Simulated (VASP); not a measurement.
## Cr: single point with LDA+U

Crystal: Cr.

```xyz
2
Lattice="2.7140 0.0000 0.0000 -1.3570 2.3504 0.0000 0.0000 0.0000 4.4100" Properties=species:S:1:pos:R:3 pbc="T T T"
Cr    1.3570    0.7835    3.3075
Cr    0.0000    1.5669    1.1025
```

This isn't the form of Cr at room conditions, which is bcc.

- Program: VASP 6.6.1
- Task: single point
- Functional: LDA
- Potentials or basis: VASP PAW LDA potentials, release 64 (Cr_pv)
- Cutoff: 520 eV
- k mesh: 11 × 11 × 6
- Occupations: gaussian, width 0.01 eV
- Spin: collinear spin, ferromagnetic start
- Starting moments: [4.86, 4.86] μB
- Hubbard terms: Cr d U = 5.3 eV
- Dipole correction: no
- Further INCAR settings: ALGO = Fast; EDIFF = 1e-06; NBANDS = 23

```yaml
Pressure: 41.3 GPa
Net_moment: 9.07 μB per cell
Site_moments: Cr +4.18 μB
Valence_electrons_inside_the_program's_atomic_spheres: Cr 10.93
```

Stress tensor (GPa, compression positive):
```
40.31  0.00  0.00
 0.00 40.31  0.00
 0.00  0.00 43.16
```

Levels at points of the mesh, in eV from the Fermi level:
Spin up:
```tsv
k point	band 15	band 16	band 17	band 18	band 19	band 20
(0.00, 0.00, 0.00)	-1.80	-0.82	-0.43	-0.43	5.45	5.45
(0.00, 0.00, 0.50)	-0.80	-0.80	-0.80	-0.80	5.45	5.45
```
Spin down:
```tsv
k point	band 5	band 6	band 7	band 8	band 9	band 10	band 11	band 12
(0.00, 0.00, 0.00)	-38.60	-38.60	-6.54	-0.63	1.01	4.63	4.63	4.68
(0.00, 0.00, 0.50)	-38.64	-38.64	-4.42	-4.42	3.29	3.29	4.60	4.60
```

Eigenvalues of the final occupation matrices:
```
    site  spin  trace               eigenvalues
site 1 d     1   4.24  0.83 0.85 0.85 0.86 0.86
site 1 d     2   0.12  0.02 0.02 0.02 0.03 0.03
site 2 d     1   4.24  0.83 0.85 0.85 0.86 0.86
site 2 d     2   0.12  0.02 0.02 0.02 0.03 0.03
```

Run time: 72 s on 1 thread of Intel(R) Xeon(R) Platinum 8259CL CPU @ 2.50GHz (Skylake/Cascade Lake) (shared host), peak memory 0.17 GiB.

Caveat: the cell stands under pressure; an empty level that is flat over the whole mesh can mark a ghost state of the potentials, or a narrow d or f band; the U is typed as a test and isn't derived for this compound. The state reached can hang on the start; a lower one may exist.
